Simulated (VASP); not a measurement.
Set up this calculation in VASP 6.6.1, as the native input.

```yaml
Task: single point
Functional: PBEsol
Potentials_or_basis: VASP PAW PBE potentials, release 64 (Hf_pv, Si)
Cutoff: 520 eV
k_mesh: 6 × 10 × 8
Occupations: gaussian, width 0.15 eV
Spin: no spin polarisation
Dipole_correction: no
Further_INCAR_settings: ALGO = Normal; EDIFF = 1e-06; NBANDS = 38
```

The structure of HfSi lies in POSCAR:

```
HfSi
1.0
    6.4125032125      0.0000000000      0.0000000000
    0.0000000000      3.9852182255      0.0000000000
    0.0000000000      0.0000000000      5.2017439112
Hf Si
4 4
Direct
    0.1755908222      0.2500000000      0.1264896848
    0.3244091778      0.7500000000      0.6264896848
    0.6755908222      0.2500000000      0.3735103152
    0.8244091778      0.7500000000      0.8735103152
    0.0430603597      0.2500000000      0.6402012503
    0.4569396403      0.7500000000      0.1402012503
    0.5430603597      0.2500000000      0.8597987497
    0.9569396403      0.7500000000      0.3597987497
```

This cell differs from its parent crystal: strain -0.0600 x Voigt [1, -1, 0, 0, 0, 0].

One way to write it, as run:

INCAR

```
PREC = Accurate
ENCUT = 520
EDIFF = 1E-6
ISMEAR = 0
SIGMA = 0.15
LREAL = False
LASPH = True
NELM = 100
ALGO = Normal
ISIF = 2
LWAVE = False
LCHARG = False
GGA = PS
NBANDS = 38
```

KPOINTS

```
regular mesh
0
Gamma
  6 10 8
```

Potentials or basis: VASP PAW PBE potentials, release 64 (Hf_pv, Si).

Run with:

```sh
$ cat potpaw_PBE.64/Hf_pv/POTCAR potpaw_PBE.64/Si/POTCAR > POTCAR
$ mpirun -np 1 vasp_std > vasp.out
```

Results of the run:

```yaml
Pressure: 1.6 GPa
Largest_force: 0.608 eV/Å
Band_gap_on_the_k_mesh: zero (band 28 reaches 7.78 eV, above the bottom of band 29 at 7.20 eV)
```

Caveat: the cell differs from its parent crystal (strain -0.0600 x Voigt [1, -1, 0, 0, 0, 0]); the PAW data sets were made with another functional, which shifts forces and pressure a little; spin-orbit coupling is left out, which moves the levels of the heavy elements.

Wall time 5.8 min on 1 thread of Oxide Virtual Turin-like Processor, with other jobs on the host, peak memory 0.52 GiB.
